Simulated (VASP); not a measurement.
Wanted: the native input for a VASP 6.6.1 run.

```
Task                   : single point
Functional             : revPBE
Dispersion             : D4
Potentials or basis    : VASP PAW PBE potentials, release 64 (Co_sv, O)
Cutoff                 : 700 eV
k mesh                 : 11 × 11 × 11
Occupations            : fermi-dirac, width 0.05 eV
Spin                   : collinear spin, ferromagnetic start
Starting moments       : [2.0, 0.0] μB
Dipole correction      : no
Further INCAR settings : ALGO = Normal; EDIFF = 1e-06; NBANDS = 22
```

The structure of CoO lies in POSCAR:

```
CoO
1.0
    0.0000000000      2.1149739356      2.1149739356
    2.1149739356      0.0000000000      2.1149739356
    2.1149739356      2.1149739356      0.0000000000
Co O
1 1
Direct
    0.0000000000      0.0000000000      0.0000000000
    0.5000000000      0.5000000000      0.5000000000
```

These files were run (other wordings do the same):

INCAR

```
SYSTEM = CoO
PREC = Accurate ; ENCUT = 700
EDIFF = 1E-6 ; ISMEAR = -1
SIGMA = 0.05 ; LREAL = .FALSE.
LASPH = .TRUE. ; NELM = 200
ALGO = Normal ; ISIF = 2
LWAVE = .FALSE. ; LCHARG = .FALSE.
ISPIN = 2 ; MAGMOM = 2 0
LORBIT = 11 ; LMAXMIX = 4
GGA = RE ; IVDW = 13
NBANDS = 22 ; GGA_COMPAT = .FALSE.
```

KPOINTS

```
regular mesh
0
G
  11 11 11
  0 0 0
```

Potentials or basis: VASP PAW PBE potentials, release 64 (Co_sv, O).

Launch:

```bash
$ cat potpaw_PBE.64/Co_sv/POTCAR potpaw_PBE.64/O/POTCAR > POTCAR
$ mpirun -np 1 vasp_std > vasp.out
```

Results of the run:

| Item | Value |
| --- | --- |
| Pressure | -1.1 GPa |
| Net moment | 2.89 μB per cell |
| Site moments | Co +2.51; O +0.29 μB |
| Valence electrons inside the program's atomic spheres | Co 14.88; O 5.00 |
| Dispersion energy per atom | -0.540 eV |

Caveat: the PAW data sets were made with another functional, which shifts forces and pressure a little; a cell with one magnetic atom can't hold antiferromagnetic order, which such compounds often take.

It took 2.4 min on 1 thread of AMD EPYC 7R43 64-Core Processor (Zen 3), with other jobs on the host, peak memory 0.17 GiB.
